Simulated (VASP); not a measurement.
# Al2H (I4/mcm) in VASP: further runs

Al2H is run at these levels: PBE; tasks: single point, relaxation of cell and atoms.

All numbers are computed with VASP 6.6.1; they aren't measurements. Logs are shortened: lines on timing, memory, paths and dates and some standing lists are left out, and cuts for length are marked.

### Step 1. The cell of the first run

Symmetry: I4/mcm, No. 140, tetragonal system. Conventional cell: a = 5.475 Å, b = 5.475 Å, c = 4.812 Å, α = 90.00°, β = 90.00°, γ = 90.00°. Al (site symmetry m2m) has 4 H at 2.36 Å and 11 Al at 2.63 to 3.04 Å within 3.1 Å. Within 3.1 Å of Al (site symmetry m2m) lie 4 H at 2.36 Å and 11 Al at 2.63 to 3.04 Å. Within 3.1 Å of H (site symmetry 422) lie 8 Al at 2.36 Å and 2 H at 2.41 Å.

### Step 2. Single point, PBE

INCAR

```
SYSTEM = Al2H
ALGO     = Normal         ! electronic algorithm
EDIFF    = 1E-7           ! SCF threshold, eV
ENCUT    = 520            ! plane-wave cutoff, eV
GGA      = PE             ! functional
ISIF     = 2              ! what is computed and relaxed
ISMEAR   = 0              ! smearing method
LASPH    = .True.         ! aspherical terms in the spheres
LCHARG   = .True.         ! write CHGCAR
LELF     = .True.         ! ELF
LREAL    = .False.        ! projectors in reciprocal space
LVHAR    = .True.       
LWAVE    = .False.        ! write WAVECAR
NBANDS   = 26             ! bands
NELM     = 60             ! most SCF steps
PREC     = Accurate       ! precision mode
SIGMA    = 0.2            ! smearing width, eV
```

KPOINTS

```
k-points
0
Gamma
  6 6 4
  0 0 0
```

POSCAR

```
Al2H
1.0
   -2.7376525435      2.7376525435      2.4058416680
    2.7376525435     -2.7376525435      2.4058416680
    5.4753050870      5.4753050870      0.0000000000
Al H
8 4
Direct
    0.2500000000      0.7500000000      0.4197443659
    0.7500000000      0.2500000000      0.9197443659
    0.9197443659      0.0802556341      0.2500000000
    0.4197443659      0.5802556341      0.7500000000
    0.2500000000      0.7500000000      0.0802556341
    0.7500000000      0.2500000000      0.5802556341
    0.5802556341      0.4197443659      0.2500000000
    0.0802556341      0.9197443659      0.7500000000
    0.2500000000      0.2500000000      0.0000000000
    0.7500000000      0.7500000000      0.5000000000
    0.7500000000      0.7500000000      0.0000000000
    0.2500000000      0.2500000000      0.5000000000
```

Potentials or basis: VASP PAW PBE potentials, release 64 (Al, H).

Launch:

```console
> cat potpaw_PBE.64/Al/POTCAR potpaw_PBE.64/H/POTCAR > POTCAR
> mpirun -np 1 vasp_std > vasp.out
```

OUTCAR:

```text
SYSTEM = Al2H
   EDIFF = 1E-7
   ENCUT = 520
   GGA = PE
   ISIF = 2
   ISMEAR = 0
   LASPH = .True.
   LREAL = .False.
   NELM = 60
   PREC = Accurate

 ion  position               nearest neighbor table
   1  0.250  0.750  0.420-   5 2.63   6 2.71   6 2.71   4 2.88   7 2.88   8 2.88   3 2.88   7 3.04
                             3 3.04   7 3.04   3 3.04
   2  0.750  0.250  0.920-   6 2.63   5 2.71   5 2.71   4 2.88   7 2.88   8 2.88   3 2.88   8 3.04
                             4 3.04   8 3.04   4 3.04
   3  0.920  0.080  0.250-   7 2.63   7 2.71   7 2.71   5 2.88   6 2.88   1 2.88   2 2.88   1 3.04
                             5 3.04   1 3.04   5 3.04
   4  0.420  0.580  0.750-   8 2.63   8 2.71   8 2.71   5 2.88   6 2.88   1 2.88   2 2.88   2 3.04
                             6 3.04   2 3.04   6 3.04
   5  0.250  0.750  0.080-   1 2.63   2 2.71   2 2.71   4 2.88   7 2.88   8 2.88   3 2.88   7 3.04
                             3 3.04   7 3.04   3 3.04
   6  0.750  0.250  0.580-   2 2.63   1 2.71   1 2.71   4 2.88   7 2.88   8 2.88   3 2.88   8 3.04
                             4 3.04   8 3.04   4 3.04
   7  0.580  0.420  0.250-   3 2.63   3 2.71   3 2.71   1 2.88   5 2.88   6 2.88   2 2.88   5 3.04
                             1 3.04   5 3.04   1 3.04
   8  0.080  0.920  0.750-   4 2.63   4 2.71   4 2.71   1 2.88   5 2.88   6 2.88   2 2.88   6 3.04
                             2 3.04   6 3.04   2 3.04
   9  0.250  0.250  0.000-
  10  0.750  0.750  0.500-
  11  0.750  0.750  0.000-
  12  0.250  0.250  0.500-

  LATTYP: Found a base centered orthorhombic cell.
 ALAT       =     4.8116833360
 B/A-ratio  =     1.6092602467
 C/A-ratio  =     1.6092602467

  Lattice vectors:

 A1 = (  -2.7376525435,   2.7376525435,   2.4058416680)
 A2 = (   2.7376525435,  -2.7376525435,   2.4058416680)
 A3 = (   5.4753050870,   5.4753050870,   0.0000000000)

Analysis of symmetry for initial positions (statically):
=====================================================================
 Subroutine PRICEL returns following result:

  LATTYP: Found a body centered tetragonal cell.
 ALAT       =     5.4753050870
 C/A-ratio  =     0.8787973016

  Lattice vectors:

 A1 = (   2.7376525435,  -2.7376525435,  -2.4058416680)
 A2 = (  -2.7376525435,   2.7376525435,  -2.4058416680)
 A3 = (   2.7376525435,   2.7376525435,   2.4058416680)

   2 primitive cells build up your supercell.

 Routine SETGRP: Setting up the symmetry group for a
 base centered orthorhombic supercell.

 Subroutine GETGRP returns: Found  8 space group operations
 (whereof  4 operations were pure point group operations)
 out of a pool of  8 trial point group operations.

The static configuration has the point symmetry C_2h.
 The point group associated with its full space group is D_2h.

Analysis of symmetry for dynamics (positions and initial velocities):
=====================================================================
 Subroutine PRICEL returns following result:

  LATTYP: Found a body centered tetragonal cell.
 ALAT       =     5.4753050870
 C/A-ratio  =     0.8787973016

  Lattice vectors:

 A1 = (   2.7376525435,  -2.7376525435,  -2.4058416680)
 A2 = (  -2.7376525435,   2.7376525435,  -2.4058416680)
 A3 = (   2.7376525435,   2.7376525435,   2.4058416680)

   2 primitive cells build up your supercell.

 Routine SETGRP: Setting up the symmetry group for a
 base centered orthorhombic supercell.

 Subroutine GETGRP returns: Found  8 space group operations
 (whereof  4 operations were pure point group operations)
 out of a pool of  8 trial point group operations.

The dynamic configuration has the point symmetry C_2h.
 The point group associated with its full space group is D_2h.

 Subroutine INISYM returns: Found  8 space group operations
 (whereof  4 operations are pure point group operations),
 and found     2 'primitive' translations

----------------------------------------------------------------------------------------

                                     Primitive cell

  volume of cell :      72.1246

  direct lattice vectors                    reciprocal lattice vectors
     2.737652544 -2.737652544 -2.405841668     0.182638225  0.000000000 -0.207827475
    -2.737652544  2.737652544 -2.405841668     0.000000000  0.182638225 -0.207827475
     2.737652544  2.737652544  2.405841668     0.182638225  0.182638225  0.000000000

  length of vectors
     4.558240563  4.558240563  4.558240563     0.276674864  0.276674864  0.258289454

  position of ions in fractional coordinates (direct lattice)
     0.169744366  0.669744366  0.839488732
     0.330255634  0.169744366  0.500000000
     0.830255634  0.330255634  0.160511268
     0.669744366  0.830255634  0.500000000
     0.750000000  0.750000000  0.000000000
     0.250000000  0.250000000  0.000000000

  ion indices of the primitive-cell ions
   primitive index   ion index
                 1           1
                 2           4
                 3           5
                 4           8
                 5          10
                 6          12

----------------------------------------------------------------------------------------

 KPOINTS: k-points

Automatic generation of k-mesh.
 Grid dimensions read from file:
 generate k-points for:    6    6    4

 Generating k-lattice:

  Cartesian coordinates                     Fractional coordinates (reciprocal lattice)
    -0.015219852  0.015219852  0.034637913     0.166666667  0.000000000  0.000000000
     0.015219852 -0.015219852  0.034637913     0.000000000  0.166666667  0.000000000
     0.022829778  0.022829778  0.000000000     0.000000000  0.000000000  0.250000000

  Length of vectors
     0.040780789  0.040780789  0.032286182

  Shift w.r.t. Gamma in fractional coordinates (k-lattice)
     0.000000000  0.000000000  0.000000000

 Subroutine IBZKPT returns following result:
 ===========================================

 Found     39 irreducible k-points:

 Following reciprocal coordinates:
            Coordinates               Weight
  0.000000  0.000000  0.000000      1.000000
  0.166667  0.000000  0.000000      4.000000
  0.333333  0.000000  0.000000      4.000000
  0.500000 -0.000000  0.000000      2.000000
  0.166667  0.166667  0.000000      2.000000
  0.333333  0.166667  0.000000      4.000000
[... 16 lines left out ...]
  0.333333  0.333333  0.250000      4.000000
  0.500000  0.333333  0.250000      8.000000
 [... further k-points ...]
   k-points           NKPTS =     39   k-points in BZ     NKDIM =     39   number of bands    NBANDS=     26
   number of dos      NEDOS =    301   number of ions     NIONS =     12
   total plane-waves  NPLWV =  77760
   dimension x,y,z NGX =    36 NGY =   36 NGZ =   60
   dimension x,y,z NGXF=    72 NGYF=   72 NGZF=  120
   ions per type =               8   4
   NGX,Y,Z   is equivalent  to a cutoff of  13.13, 13.13, 12.88 a.u.
   NGXF,Y,Z  is equivalent  to a cutoff of  26.26, 26.26, 25.76 a.u.
 SYSTEM =  Al2H
   PREC   = accura    normal or accurate (medium, high low for compatibility)
   ISTART =      0    job   : 0-new  1-cont  2-samecut
   ICHARG =      2    charge: 1-file 2-atom 10-const
   ISPIN  =      1    spin polarized calculation?
   LNONCOLLINEAR =      F non collinear calculations
   LSORBIT =      F    spin-orbit coupling
   LASPH  =      T    aspherical Exc in radial PAW
   ENCUT  =  520.0 eV  38.22 Ry    6.18 a.u.   8.48  8.48 14.40*2*pi/ulx,y,z
   NELM   =     60;   NELMIN=  2; NELMDL= -5     # of ELM steps
   EDIFF  = 0.1E-06   stopping-criterion for ELM
   LREAL  =      F    real-space projection
   EDIFFG = 0.1E-05   stopping-criterion for IOM
   NSW    =      0    number of steps for IOM
   IBRION =     -1    ionic relax: 0-MD 1-quasi-New 2-CG
   NFREE  =      0    steps in history (QN), initial steepest desc. (CG)
   ISIF   =      2    stress and relaxation
   ISYM   =      2    0-nonsym 1-usesym 2-fastsym
   POTIM  = 0.5000    time-step for ionic-motion
   TEBEG  =    0.0;   TEEND  =   0.0 temperature during run
   PSTRESS=    0.0 pullay stress
   NELECT =      28.0000    total number of electrons
   NUPDOWN=      -1.0000    fix difference up-down
   EMIN   =  10.00;   EMAX   =-10.00  energy-range for DOS
   EFERMI =   0.00;   METHOD = LEGACY
   ISMEAR =     0;   SIGMA  =   0.20  broadening in eV -4-tet -1-fermi 0-gaus
   EFERMI_NEDOS =   21; number of points for ismear=-14 and -15
   IALGO  =     38    algorithm
   IMIX   =      4    mixing-type and parameters
     AMIX     =   0.40;   BMIX     =  1.00
     AMIX_MAG =   1.60;   BMIX_MAG =  1.00
  volume/ion in A,a.u.               =      12.02        81.12
  Fermi-wavevector in a.u.,A,eV,Ry     =   0.947886  1.791246 12.224679  0.898489
  Thomas-Fermi vector in A             =   2.076022
   LORBIT       =      0    0 simple, 1 ext, 2 COOP (PROOUT), +10 PAW based schemes
   GGA     = PE    functional components
   LHFCALC =     F    Hartree Fock is set to
   AEXX    =    0.0000 exact exchange contribution
   IVDW    =     0    specifies the selected vdW correction
   LEPSILON=     F    determine dielectric tensor
   LRPA    =     F    only Hartree local field effects (RPA)
 non-spin polarized calculation
 Gauss-broadening in eV      SIGMA  =   0.20
  energy-cutoff  :      520.00
  volume of cell :      144.25
 maximum number of plane-waves:      3923
 NGX is ok and might be reduce to    36

 number of electron      28.0000002 magnetization

 Free energy of the ion-electron system (eV)
  ---------------------------------------------------
  ext. energy  EPLUGINS =         0.00000000
  ---------------------------------------------------
  free energy    TOTEN  =       -39.51407794 eV

  energy without entropy =      -39.45916035  energy(sigma->0) =      -39.48661914

 E-fermi :   7.5843     XC(G=0): -10.2513

 val. band max:        7.5457134439   @ k =  -0.1667   0.1667   0.2500
 cond. band min:       7.6031749313   @ k =   0.1667   0.0000   0.2500
 fundamental gap:      0.0574614874
 Fermi energy:         7.5843210096

 k-point     1 :       0.0000    0.0000    0.0000
  band No.  band energies     occupation
      1      -4.1101      2.00000
      2      -1.9733      2.00000
      3      -1.3606      2.00000
      4       2.9607      2.00000
      5       4.2499      2.00000
      6       4.2521      2.00000
[... 18 lines left out ...]
     25      13.1165      0.00000
     26      13.5366      0.00000

 k-point     2 :       0.1667    0.0000    0.0000
  band No.  band energies     occupation
      1      -3.8673      2.00000
      2      -1.7398      2.00000
      3      -1.1180      2.00000
      4       1.6587      2.00000
      5       3.3165      2.00000
      6       3.3980      2.00000
[... 18 lines left out ...]
     25      11.8200      0.00000
[... 608 lines left out ...]
     25      13.1515      0.00000
     26      14.6336      0.00000

 k-point    24 :       0.5000    0.3333    0.2500
  band No.  band energies     occupation
      1      -2.1399      2.00000
      2      -0.9915      2.00000
      3      -0.4284      2.00000
      4       0.3481      2.00000
      5       0.6477      2.00000
      6       1.4556      2.00000
[... 18 lines left out ...]
     25      13.1333      0.00000
     26      13.9316      0.00000

 [... further k-points ...]

------------------------ aborting loop because EDIFF is reached ----------------------------------------

  FORCE on cell =-STRESS in cart. coord.  units (eV):
  Direction    XX          YY          ZZ          XY          YZ          ZX
  --------------------------------------------------------------------------------------
  -------------------------------------------------------------------------------------
  Total        0.4552905      0.4552905     -0.8207182     -0.2763551      0.0000000      0.0000000
  in kB        5.0569130      5.0569130     -9.1157199     -3.0694772      0.0000000      0.0000000
  external PRESSURE =       0.3327021 kB  Pullay stress =       0.0000000 kB

 VOLUME and BASIS-vectors are now :
 -----------------------------------------------------------------------------
  energy-cutoff  :      520.00
  volume of cell :      144.25
      direct lattice vectors                 reciprocal lattice vectors
    -2.737652543  2.737652543  2.405841668    -0.091319112  0.091319112  0.207827475
     2.737652543 -2.737652543  2.405841668     0.091319112 -0.091319112  0.207827475
     5.475305087  5.475305087  0.000000000     0.091319112  0.091319112  0.000000000

 POSITION                                       TOTAL-FORCE (eV/Angst)
 -----------------------------------------------------------------------------------
      3.66705      0.92940      2.40584         0.012982      0.012982      0.000000
      3.66705      6.40471      2.40584         0.012982      0.012982     -0.000000
     -0.92940      3.66705      2.40584        -0.032101      0.032101     -0.000000
      4.54590      3.66705      2.40584        -0.032101      0.032101     -0.000000
      1.80825     -0.92940      2.40584        -0.012982     -0.012982      0.000000
      1.80825      4.54590      2.40584        -0.012982     -0.012982     -0.000000
      0.92940      1.80825      2.40584         0.032101     -0.032101     -0.000000
      6.40471      1.80825      2.40584         0.032101     -0.032101     -0.000000
      0.00000      0.00000      1.20292         0.000000     -0.000000     -0.000000
      2.73765      2.73765      3.60876        -0.000000     -0.000000     -0.000000
      0.00000      0.00000      3.60876        -0.000000     -0.000000     -0.000000
      2.73765      2.73765      1.20292        -0.000000     -0.000000     -0.000000
 -----------------------------------------------------------------------------------
    total drift:                                0.000000      0.000000      0.000000

  FREE ENERGIE OF THE ION-ELECTRON SYSTEM (eV)
  ---------------------------------------------------
  free  energy   TOTEN  =       -39.5140779368 eV

  energy  without entropy=      -39.4591603470  energy(sigma->0) =      -39.48661914
```

Run time: 2.4 min. Hardware: 1 thread of Intel Xeon 6975P-C, shared host; peak memory 0.31 GiB.

Results:

| Item | Value |
| --- | --- |
| Free energy | -39.5141 eV |
| Pressure | 0.0 GPa |
| Largest force | 0.045 eV/Å |
| Band gap on the k mesh | zero (band 14 reaches 8.34 eV, above the bottom of band 15 at 6.60 eV) |

Forces in eV/Å, atoms in the order of the input:
```
Al   0.013  0.013  0.000
Al   0.013  0.013  0.000
Al  -0.032  0.032  0.000
Al  -0.032  0.032  0.000
Al  -0.013 -0.013  0.000
Al  -0.013 -0.013  0.000
Al   0.032 -0.032  0.000
Al   0.032 -0.032  0.000
H    0.000  0.000  0.000
H    0.000  0.000  0.000
H    0.000  0.000  0.000
H    0.000  0.000  0.000
```

Levels at points of the mesh, in eV from the Fermi level:
```tsv
k point	band 12	band 13	band 14	band 15	band 16	band 17
(0.00, 0.00, 0.00)	-1.76	-0.83	-0.83	-0.64	-0.41	-0.11
(0.50, 0.00, 0.00)	-2.08	-0.43	-0.43	0.54	0.54	2.89
(0.50, 0.50, 0.00)	-2.12	-0.63	0.43	0.66	0.94	1.49
(0.00, 0.00, 0.50)	-1.72	-1.63	-1.63	-0.72	-0.72	1.03
(0.50, 0.00, 0.50)	-3.63	0.62	0.62	0.62	0.62	3.15
(0.50, 0.50, 0.50)	-3.61	-0.83	-0.83	0.76	0.76	2.82
```

### Step 3. Single point, PBE

This run uses another cell than the first one: it holds 6 atoms, not 12.

INCAR

```
SYSTEM = Al2H
PREC     = Accurate       ! precision mode
ENCUT    = 520            ! plane-wave cutoff, eV
EDIFF    = 1E-6           ! SCF threshold, eV
ISMEAR   = 0              ! smearing method
SIGMA    = 0.1            ! smearing width, eV
LREAL    = .False.        ! projectors in reciprocal space
LASPH    = .True.         ! aspherical terms in the spheres
NELM     = 80             ! most SCF steps
ALGO     = Normal         ! electronic algorithm
ISIF     = 2              ! what is computed and relaxed
LWAVE    = .False.        ! write WAVECAR
LCHARG   = .False.        ! write CHGCAR
GGA      = PE             ! functional
NBANDS   = 16             ! bands
```

KPOINTS

```
Automatic mesh
0
Gamma
  10 10 10
  0 0 0
```

POSCAR

```
Al2H
1.0
   -2.7376525435      2.7376525435      2.4058416680
    2.7376525435     -2.7376525435      2.4058416680
    2.7376525435      2.7376525435     -2.4058416680
Al H
4 2
Direct
    0.6697443659      0.1697443659      0.8394887318
    0.1697443659      0.3302556341      0.5000000000
    0.3302556341      0.8302556341      0.1605112682
    0.8302556341      0.6697443659      0.5000000000
    0.2500000000      0.2500000000      0.0000000000
    0.7500000000      0.7500000000      0.0000000000
```

Potentials or basis: VASP PAW PBE potentials, release 64 (Al, H).

Launch:

```console
> cat potpaw_PBE.64/Al/POTCAR potpaw_PBE.64/H/POTCAR > POTCAR
> mpirun -np 1 vasp_std > vasp.out
```

Wall time 99 s (1 thread of Intel Xeon 6975P-C, shared host); peak memory 0.25 GiB.

Results (log left out):

```yaml
Free_energy: -19.7073 eV
Pressure: -0.1 GPa
Band_gap_on_the_k_mesh: zero (band 7 reaches 9.08 eV, above the bottom of band 8 at 6.33 eV)
```

Levels at points of the mesh, in eV from the Fermi level:
```csv
k point,band 5,band 6,band 7,band 8,band 9,band 10
"(0.00, 0.00, 0.00)",-1.76,-1.76,-0.83,-0.83,-0.40,-0.10
"(0.50, 0.00, 0.00)",-3.64,-3.64,0.62,0.62,3.16,3.16
"(0.50, 0.50, 0.00)",-2.70,-2.12,-0.63,0.44,0.66,0.95
"(0.50, 0.50, 0.50)",-6.17,-4.74,1.50,3.10,4.14,4.42
```

(Continued in part 2 of 2.)
